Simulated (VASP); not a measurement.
SnSe: single point with RPBE+D4

Crystal: SnSe.

```xyz
2
Lattice="0.0000 2.9732 2.9732 2.9732 0.0000 2.9732 2.9732 2.9732 0.0000" Properties=species:S:1:pos:R:3 pbc="T T T"
Sn    0.0000    0.0000    0.0000
Se    2.9732    2.9732    2.9732
```

```json
{
 "Program": "VASP 6.6.1",
 "Task": "single point",
 "Functional": "RPBE",
 "Dispersion": "D4",
 "Potentials or basis": "VASP PAW PBE potentials, release 64 (Sn_d, Se)",
 "Cutoff": "520 eV",
 "k mesh": "8 × 8 × 8",
 "Occupations": "fermi-dirac, width 0.05 eV",
 "Spin": "no spin polarisation"
}
```

```
Pressure                   : 0.0 GPa
Band gap on the k mesh     : 0.71 eV, indirect (least direct gap 0.71 eV)
Dispersion energy per atom : -0.758 eV
```

Levels at points of the mesh, in eV from the valence-band top:
```
           k point  band 8  band 9  band 10  band 11  band 12  band 13
(0.00, 0.00, 0.00)   -2.35   -2.35    -2.35     4.47     4.47     4.47
(0.50, 0.00, 0.00)   -2.10   -2.10     0.00     0.71     1.22     1.22
(0.50, 0.50, 0.00)   -5.75   -3.85    -3.85     2.91     5.57     5.57
```

It used 17 s of CPU time on 1 thread of Intel Xeon 6975P-C (shared host).

Caveat: the PAW data sets were made with another functional, which shifts forces and pressure a little; spin-orbit coupling is left out, which moves the levels of the heavy elements. A k mesh can miss the band edges.
